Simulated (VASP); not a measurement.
# TaAl4 (Pm-3m) in VASP: a series of runs

Runs on TaAl4. Level: PBE. Tasks: single point, relaxation of cell and atoms.

Program: VASP 6.6.1. These are calculated values, not measurements. Logs are shortened: lines on timing, memory, paths and dates and some standing lists are left out, and cuts for length are marked.

### 1 The cell of the first run

The structure is cubic, space group Pm-3m (No. 221). The conventional cell has a = 4.494 Å, b = 4.494 Å, c = 4.494 Å, α = 90.00°, β = 90.00°, γ = 90.00°. Within 3.0 Å of Ta (site symmetry m-3m) lie 6 Al at 2.25 Å. Within 3.0 Å of Al (site symmetry 4/mmm) lie 2 Ta at 2.25 Å. Al (site symmetry m-3m) has 12 Al at 3.18 Å and 8 Ta at 3.89 Å within 4.2 Å.

### 2 Single point, PBE

The input, INCAR:

```
SYSTEM = TaAl4
PREC = Accurate ; ENCUT = 520
EDIFF = 1E-6 ; ISMEAR = 0
SIGMA = 0.1 ; LREAL = .False.
LASPH = .True. ; NELM = 100
ALGO = Normal ; ISIF = 2
LWAVE = .False. ; LCHARG = .True.
GGA = PE ; LELF = .True.
LVHAR = .True. ; NBANDS = 20
```

The input, KPOINTS:

```
Automatic mesh
0
Gamma
  4 4 4
  0 0 0
```

The input, POSCAR:

```
TaAl4
1.0
    4.4937391300      0.0000000000      0.0000000000
    0.0000000000      4.4937391300      0.0000000000
    0.0000000000      0.0000000000      4.4937391300
Ta Al
1 4
Direct
    0.5000000000      0.5000000000      0.5000000000
    0.0000000000      0.5000000000      0.5000000000
    0.5000000000      0.0000000000      0.5000000000
    0.5000000000      0.5000000000      0.0000000000
    0.0000000000      0.0000000000      0.0000000000
```

Potentials or basis: VASP PAW PBE potentials, release 64 (Ta_pv, Al).

Run with:

```sh
> cat potpaw_PBE.64/Ta_pv/POTCAR potpaw_PBE.64/Al/POTCAR > POTCAR
> mpirun -np 1 vasp_std > vasp.out
```

OUTCAR:

```text
SYSTEM = TaAl4
   PREC = Accurate
   ENCUT = 520
   EDIFF = 1E-6
   ISMEAR = 0
   LREAL = .False.
   LASPH = .True.
   NELM = 100
   ISIF = 2
   GGA = PE

 ion  position               nearest neighbor table
   1  0.500  0.500  0.500-   2 2.25   3 2.25   4 2.25   4 2.25   3 2.25   2 2.25
   2  0.000  0.500  0.500-   1 2.25   1 2.25   4 3.18   5 3.18   4 3.18   5 3.18   3 3.18   5 3.18
                             5 3.18   3 3.18   3 3.18   4 3.18   4 3.18   3 3.18
   3  0.500  0.000  0.500-   1 2.25   1 2.25   4 3.18   5 3.18   4 3.18   5 3.18   2 3.18   2 3.18
                             4 3.18   4 3.18   2 3.18   5 3.18   5 3.18   2 3.18
   4  0.500  0.500  0.000-   1 2.25   1 2.25   3 3.18   5 3.18   2 3.18   2 3.18   3 3.18   3 3.18
                             5 3.18   3 3.18   2 3.18   5 3.18   2 3.18   5 3.18
   5  0.000  0.000  0.000-   2 3.18   3 3.18   4 3.18   2 3.18   3 3.18   2 3.18   4 3.18   2 3.18
                             3 3.18   4 3.18   3 3.18   4 3.18

  LATTYP: Found a simple cubic cell.
 ALAT       =     4.4937391300

  Lattice vectors:

 A1 = (   4.4937391300,   0.0000000000,   0.0000000000)
 A2 = (   0.0000000000,   4.4937391300,   0.0000000000)
 A3 = (   0.0000000000,   0.0000000000,   4.4937391300)

Analysis of symmetry for initial positions (statically):
=====================================================================
 Subroutine PRICEL returns:
 Original cell was already a primitive cell.

 Routine SETGRP: Setting up the symmetry group for a
 simple cubic supercell.

 Subroutine GETGRP returns: Found 48 space group operations
 (whereof 48 operations were pure point group operations)
 out of a pool of 48 trial point group operations.

The static configuration has the point symmetry O_h .

Analysis of symmetry for dynamics (positions and initial velocities):
=====================================================================
 Subroutine PRICEL returns:
 Original cell was already a primitive cell.

 Routine SETGRP: Setting up the symmetry group for a
 simple cubic supercell.

 Subroutine GETGRP returns: Found 48 space group operations
 (whereof 48 operations were pure point group operations)
 out of a pool of 48 trial point group operations.

The dynamic configuration has the point symmetry O_h .

 Subroutine INISYM returns: Found 48 space group operations
 (whereof 48 operations are pure point group operations),
 and found     1 'primitive' translations

----------------------------------------------------------------------------------------

                                     Primitive cell

  volume of cell :      90.7452

  direct lattice vectors                    reciprocal lattice vectors
     4.493739130  0.000000000  0.000000000     0.222531832  0.000000000  0.000000000
     0.000000000  4.493739130  0.000000000     0.000000000  0.222531832  0.000000000
     0.000000000  0.000000000  4.493739130     0.000000000  0.000000000  0.222531832

  length of vectors
     4.493739130  4.493739130  4.493739130     0.222531832  0.222531832  0.222531832

  position of ions in fractional coordinates (direct lattice)
     0.500000000  0.500000000  0.500000000
     0.000000000  0.500000000  0.500000000
     0.500000000  0.000000000  0.500000000
     0.500000000  0.500000000  0.000000000
     0.000000000  0.000000000  0.000000000

  ion indices of the primitive-cell ions
   primitive index   ion index
                 1           1
                 2           2
                 3           3
                 4           4
                 5           5

----------------------------------------------------------------------------------------

 KPOINTS: Automatic mesh

Automatic generation of k-mesh.
 Grid dimensions read from file:
 generate k-points for:    4    4    4

 Generating k-lattice:

  Cartesian coordinates                     Fractional coordinates (reciprocal lattice)
     0.055632958  0.000000000  0.000000000     0.250000000  0.000000000  0.000000000
     0.000000000  0.055632958  0.000000000     0.000000000  0.250000000  0.000000000
     0.000000000  0.000000000  0.055632958     0.000000000  0.000000000  0.250000000

  Length of vectors
     0.055632958  0.055632958  0.055632958

  Shift w.r.t. Gamma in fractional coordinates (k-lattice)
     0.000000000  0.000000000  0.000000000

 Subroutine IBZKPT returns following result:
 ===========================================

 Found     10 irreducible k-points:

 Following reciprocal coordinates:
            Coordinates               Weight
  0.000000  0.000000  0.000000      1.000000
  0.250000  0.000000  0.000000      6.000000
  0.500000  0.000000  0.000000      3.000000
  0.250000  0.250000  0.000000     12.000000
  0.500000  0.250000  0.000000     12.000000
  0.500000  0.500000  0.000000      3.000000
  0.250000  0.250000  0.250000      8.000000
  0.500000  0.250000  0.250000     12.000000
  0.500000  0.500000  0.250000      6.000000
  0.500000  0.500000  0.500000      1.000000
   k-points           NKPTS =     10   k-points in BZ     NKDIM =     10   number of bands    NBANDS=     20
   number of dos      NEDOS =    301   number of ions     NIONS =      5
   total plane-waves  NPLWV =  46656
   dimension x,y,z NGX =    36 NGY =   36 NGZ =   36
   dimension x,y,z NGXF=    72 NGYF=   72 NGZF=   72
   ions per type =               1   4
   NGX,Y,Z   is equivalent  to a cutoff of  13.32, 13.32, 13.32 a.u.
   NGXF,Y,Z  is equivalent  to a cutoff of  26.64, 26.64, 26.64 a.u.
 SYSTEM =  TaAl4
   PREC   = accura    normal or accurate (medium, high low for compatibility)
   ISTART =      0    job   : 0-new  1-cont  2-samecut
   ICHARG =      2    charge: 1-file 2-atom 10-const
   ISPIN  =      1    spin polarized calculation?
   LNONCOLLINEAR =      F non collinear calculations
   LSORBIT =      F    spin-orbit coupling
   LASPH  =      T    aspherical Exc in radial PAW
   ENCUT  =  520.0 eV  38.22 Ry    6.18 a.u.   8.36  8.36  8.36*2*pi/ulx,y,z
   NELM   =    100;   NELMIN=  2; NELMDL= -5     # of ELM steps
   EDIFF  = 0.1E-05   stopping-criterion for ELM
   LREAL  =      F    real-space projection
   EDIFFG = 0.1E-04   stopping-criterion for IOM
   NSW    =      0    number of steps for IOM
   IBRION =     -1    ionic relax: 0-MD 1-quasi-New 2-CG
   NFREE  =      0    steps in history (QN), initial steepest desc. (CG)
   ISIF   =      2    stress and relaxation
   ISYM   =      2    0-nonsym 1-usesym 2-fastsym
   POTIM  = 0.5000    time-step for ionic-motion
   TEBEG  =    0.0;   TEEND  =   0.0 temperature during run
   PSTRESS=    0.0 pullay stress
   NELECT =      23.0000    total number of electrons
   NUPDOWN=      -1.0000    fix difference up-down
   EMIN   =  10.00;   EMAX   =-10.00  energy-range for DOS
   EFERMI =   0.00;   METHOD = LEGACY
   ISMEAR =     0;   SIGMA  =   0.10  broadening in eV -4-tet -1-fermi 0-gaus
   EFERMI_NEDOS =   21; number of points for ismear=-14 and -15
   IALGO  =     38    algorithm
   IMIX   =      4    mixing-type and parameters
     AMIX     =   0.40;   BMIX     =  1.00
     AMIX_MAG =   1.60;   BMIX_MAG =  1.00
  volume/ion in A,a.u.               =      18.15       122.48
  Fermi-wavevector in a.u.,A,eV,Ry     =   1.036039  1.957830 14.604188  1.073378
  Thomas-Fermi vector in A             =   2.170411
   LORBIT       =      0    0 simple, 1 ext, 2 COOP (PROOUT), +10 PAW based schemes
   GGA     = PE    functional components
   LHFCALC =     F    Hartree Fock is set to
   AEXX    =    0.0000 exact exchange contribution
   IVDW    =     0    specifies the selected vdW correction
   LEPSILON=     F    determine dielectric tensor
   LRPA    =     F    only Hartree local field effects (RPA)
 non-spin polarized calculation
 Gauss-broadening in eV      SIGMA  =   0.10
  energy-cutoff  :      520.00
  volume of cell :       90.75
 maximum number of plane-waves:      2469
 NGX is ok and might be reduce to    36
   NGX = 17   NGY = 17   NGZ = 17

 number of electron      22.9999996 magnetization

 Free energy of the ion-electron system (eV)
  ---------------------------------------------------
  ext. energy  EPLUGINS =         0.00000000
  ---------------------------------------------------
  free energy    TOTEN  =       -19.10154466 eV

  energy without entropy =      -19.05773227  energy(sigma->0) =      -19.07963846

 E-fermi :   6.0543     XC(G=0): -10.1792

 val. band max:        6.0490147496   @ k =   0.5000   0.0000   0.0000
 cond. band min:       6.1365332705   @ k =   0.5000   0.2500   0.2500
 fundamental gap:      0.0875185209
 Fermi energy:         6.0542579364

 k-point     1 :       0.0000    0.0000    0.0000
  band No.  band energies     occupation
      1     -26.5403      2.00000
      2     -26.5403      2.00000
      3     -26.5403      2.00000
      4      -3.2076      2.00000
      5       2.1025      2.00000
      6       2.1025      2.00000
[... 12 lines left out ...]
     19      11.1970      0.00000
     20      11.1970      0.00000

 k-point     2 :       0.2500    0.0000    0.0000
  band No.  band energies     occupation
      1     -26.5551      2.00000
      2     -26.5403      2.00000
      3     -26.5403      2.00000
      4      -2.7038      2.00000
      5       0.9138      2.00000
      6       2.2971      2.00000
[... 12 lines left out ...]
     19      11.3369      0.00000
     20      11.3369      0.00000

 k-point     3 :       0.5000    0.0000    0.0000
  band No.  band energies     occupation
      1     -26.5698      2.00000
      2     -26.5403      2.00000
      3     -26.5403      2.00000
      4      -1.5347      2.00000
      5      -0.9165      2.00000
      6       2.5313      2.00000
[... 12 lines left out ...]
     19      12.4866      0.00000
     20      12.5802      0.00000

 k-point     4 :       0.2500    0.2500    0.0000
  band No.  band energies     occupation
      1     -26.5551      2.00000
      2     -26.5550      2.00000
      3     -26.5403      2.00000
      4      -2.2033      2.00000
      5       1.1486      2.00000
      6       1.4608      2.00000
[... 107 lines left out ...]
 k-point     9 :       0.5000    0.5000    0.2500
  band No.  band energies     occupation
      1     -26.5697      2.00000
      2     -26.5697      2.00000
      3     -26.5550      2.00000
      4       0.6527      2.00000
      5       0.7754      2.00000
      6       1.3213      2.00000
[... 12 lines left out ...]
     19      12.7154      0.00000
     20      14.1334      0.00000

 k-point    10 :       0.5000    0.5000    0.5000
  band No.  band energies     occupation
      1     -26.5697      2.00000
      2     -26.5697      2.00000
      3     -26.5697      2.00000
      4       1.8435      2.00000
      5       1.8435      2.00000
      6       1.8435      2.00000
[... 12 lines left out ...]
     19      14.7824      0.00000
     20      15.5819      0.00000

------------------------ aborting loop because EDIFF is reached ----------------------------------------

  FORCE on cell =-STRESS in cart. coord.  units (eV):
  Direction    XX          YY          ZZ          XY          YZ          ZX
  --------------------------------------------------------------------------------------
  -------------------------------------------------------------------------------------
  Total       15.7032842     15.7032842     15.7032842      0.0000000      0.0000000     -0.0000000
  in kB      277.2537958    277.2537958    277.2537958      0.0000000      0.0000000     -0.0000000
  external PRESSURE =     277.2537958 kB  Pullay stress =       0.0000000 kB

 VOLUME and BASIS-vectors are now :
 -----------------------------------------------------------------------------
  energy-cutoff  :      520.00
  volume of cell :       90.75
      direct lattice vectors                 reciprocal lattice vectors
     4.493739130  0.000000000  0.000000000     0.222531832  0.000000000  0.000000000
     0.000000000  4.493739130  0.000000000     0.000000000  0.222531832  0.000000000
     0.000000000  0.000000000  4.493739130     0.000000000  0.000000000  0.222531832

 POSITION                                       TOTAL-FORCE (eV/Angst)
 -----------------------------------------------------------------------------------
      2.24687      2.24687      2.24687         0.000000      0.000000      0.000000
      0.00000      2.24687      2.24687         0.000000      0.000000      0.000000
      2.24687      0.00000      2.24687         0.000000      0.000000      0.000000
      2.24687      2.24687      0.00000         0.000000      0.000000      0.000000
      0.00000      0.00000      0.00000         0.000000      0.000000      0.000000
 -----------------------------------------------------------------------------------
    total drift:                                0.000000      0.000000      0.000000

  FREE ENERGIE OF THE ION-ELECTRON SYSTEM (eV)
  ---------------------------------------------------
  free  energy   TOTEN  =       -19.1015446599 eV

  energy  without entropy=      -19.0577322662  energy(sigma->0) =      -19.07963846
```

It took 9.1 s on 1 thread of Intel Xeon 6975P-C (Granite Rapids), shared host; peak memory 0.2 GiB.

Results:

```
Free energy : -19.1015 eV
Pressure    : 27.7 GPa
```

Caveat: spin-orbit coupling is left out, which moves the levels of the heavy elements.

### 3 Single point, PBE

This run uses another cell than the first one, of 25.83 Å³/atom, 1.423 times its volume.

The input, INCAR:

```
  PREC = Accurate
  ENCUT = 520
  EDIFF = 1E-6
  ISMEAR = 0
  SIGMA = 0.1
  LREAL = False
  LASPH = True
  NELM = 100
  ALGO = Normal
  ISIF = 2
  LWAVE = False
  LCHARG = False
  GGA = PE
  NBANDS = 20
```

The input, KPOINTS:

```
Automatic mesh
0
Gamma
  4 4 4
```

POSCAR: that of step 2 with these lines changed.

```diff
@@ -2,5 +2,5 @@
 1.0
-    4.4937391300      0.0000000000      0.0000000000
-    0.0000000000      4.4937391300      0.0000000000
-    0.0000000000      0.0000000000      4.4937391300
+    5.0546699396      0.0000000000      0.0000000000
+    0.0000000000      5.0546699396      0.0000000000
+    0.0000000000      0.0000000000      5.0546699396
 Ta Al
```

Potentials or basis: VASP PAW PBE potentials, release 64 (Ta_pv, Al).

Run with:

```sh
> cat potpaw_PBE.64/Ta_pv/POTCAR potpaw_PBE.64/Al/POTCAR > POTCAR
> mpirun -np 1 vasp_std > vasp.out
```

OUTCAR:

```text
PREC = Accurate
   ENCUT = 520
   EDIFF = 1E-6
   ISMEAR = 0
   LREAL = False
   LASPH = True
   NELM = 100
   ISIF = 2
   GGA = PE

 ion  position               nearest neighbor table
   1  0.500  0.500  0.500-   2 2.53   3 2.53   4 2.53   4 2.53   3 2.53   2 2.53
   2  0.000  0.500  0.500-   1 2.53   1 2.53
   3  0.500  0.000  0.500-   1 2.53   1 2.53
   4  0.500  0.500  0.000-   1 2.53   1 2.53
   5  0.000  0.000  0.000-

  LATTYP: Found a simple cubic cell.
 ALAT       =     5.0546699396

  Lattice vectors:

 A1 = (   5.0546699396,   0.0000000000,   0.0000000000)
 A2 = (   0.0000000000,   5.0546699396,   0.0000000000)
 A3 = (   0.0000000000,   0.0000000000,   5.0546699396)

Analysis of symmetry for initial positions (statically):
=====================================================================
 Subroutine PRICEL returns:
 Original cell was already a primitive cell.

 Routine SETGRP: Setting up the symmetry group for a
 simple cubic supercell.

[... 155 lines left out ...]

  energy without entropy =      -21.80030842  energy(sigma->0) =      -21.82096782

 E-fermi :   3.0647     XC(G=0):  -8.8703

 val. band max:        3.0236801025   @ k =   0.5000   0.5000   0.0000
 cond. band min:       3.1204671045   @ k =   0.5000   0.5000   0.2500
 fundamental gap:      0.0967870019
 Fermi energy:         3.0646892412

 k-point     1 :       0.0000    0.0000    0.0000
  band No.  band energies     occupation
      1     -30.1458      2.00000
      2     -30.1458      2.00000
      3     -30.1458      2.00000
      4      -4.3295      2.00000
      5      -0.3261      2.00000
      6      -0.3261      2.00000
[... 219 lines left out ...]
     19       9.8054      0.00000
     20      10.9217      0.00000

------------------------ aborting loop because EDIFF is reached ----------------------------------------

  FORCE on cell =-STRESS in cart. coord.  units (eV):
  Direction    XX          YY          ZZ          XY          YZ          ZX
  --------------------------------------------------------------------------------------
  -------------------------------------------------------------------------------------
  Total        0.2953081      0.2953081      0.2953081     -0.0000000      0.0000000      0.0000000
  in kB        3.6635954      3.6635954      3.6635954     -0.0000000      0.0000000      0.0000000
  external PRESSURE =       3.6635954 kB  Pullay stress =       0.0000000 kB

 VOLUME and BASIS-vectors are now :
 -----------------------------------------------------------------------------
  energy-cutoff  :      520.00
  volume of cell :      129.15
      direct lattice vectors                 reciprocal lattice vectors
     5.054669940  0.000000000  0.000000000     0.197836854  0.000000000  0.000000000
     0.000000000  5.054669940  0.000000000     0.000000000  0.197836854  0.000000000
     0.000000000  0.000000000  5.054669940     0.000000000  0.000000000  0.197836854

 POSITION                                       TOTAL-FORCE (eV/Angst)
 -----------------------------------------------------------------------------------
      2.52733      2.52733      2.52733         0.000000      0.000000      0.000000
      0.00000      2.52733      2.52733         0.000000      0.000000      0.000000
      2.52733      0.00000      2.52733         0.000000      0.000000      0.000000
      2.52733      2.52733      0.00000         0.000000      0.000000      0.000000
      0.00000      0.00000      0.00000         0.000000      0.000000      0.000000
 -----------------------------------------------------------------------------------
    total drift:                               -0.000000      0.000000     -0.000000

  FREE ENERGIE OF THE ION-ELECTRON SYSTEM (eV)
  ---------------------------------------------------
  free  energy   TOTEN  =       -21.8416272107 eV

  energy  without entropy=      -21.8003084248  energy(sigma->0) =      -21.82096782
```

OSZICAR:

```text
N       E                     dE             d eps       ncg     rms          rms(c)
DAV:   1     0.526326051144E+02    0.52633E+02   -0.10043E+04   464   0.896E+02
DAV:   2    -0.195043688969E+02   -0.72137E+02   -0.69505E+02   488   0.168E+02
DAV:   3    -0.228972484650E+02   -0.33929E+01   -0.32456E+01   524   0.285E+01
DAV:   4    -0.229502852386E+02   -0.53037E-01   -0.52919E-01   500   0.400E+00
DAV:   5    -0.229513752151E+02   -0.10900E-02   -0.10898E-02   488   0.637E-01    0.125E+01
DAV:   6    -0.220892438839E+02    0.86213E+00   -0.62351E+00   508   0.614E+00    0.706E+00
DAV:   7    -0.218929595035E+02    0.19628E+00   -0.12191E+00   468   0.525E+00    0.396E+00
DAV:   8    -0.218439398228E+02    0.49020E-01   -0.20385E-01   448   0.235E+00    0.371E-01
DAV:   9    -0.218422911648E+02    0.16487E-02   -0.34550E-02   452   0.862E-01    0.321E-01
DAV:  10    -0.218415633612E+02    0.72780E-03   -0.41487E-03   508   0.342E-01    0.918E-02
DAV:  11    -0.218416219516E+02   -0.58590E-04   -0.18573E-04   488   0.817E-02    0.188E-02
DAV:  12    -0.218416275336E+02   -0.55820E-05   -0.69710E-06   492   0.151E-02    0.881E-03
DAV:  13    -0.218416272107E+02    0.32290E-06   -0.13803E-06   328   0.569E-03
   1 F= -.21841627E+02 E0= -.21820968E+02  d E =-.413188E-01
```

Run time: 11 s. Hardware: 1 thread of Intel Xeon 6975P-C (Granite Rapids), shared host; peak memory 0.24 GiB.

Results:

```
Free energy : -21.8416 eV
Pressure    : 0.4 GPa
```

Levels at points of the mesh, in eV from the Fermi level:
```
           k point  band 10  band 11  band 12  band 13  band 14  band 15
(0.00, 0.00, 0.00)    -1.03     0.53     0.53     0.53     3.46     3.46
(0.50, 0.00, 0.00)    -0.92     0.23     0.23     0.63     1.55     1.70
(0.50, 0.50, 0.00)    -0.49    -0.49    -0.04     1.44     1.50     1.50
(0.50, 0.50, 0.50)    -2.51    -2.51    -0.53    -0.53     2.71     2.71
```

Caveat: spin-orbit coupling is left out, which moves the levels of the heavy elements.

(Part 1 of 2 ends here.)
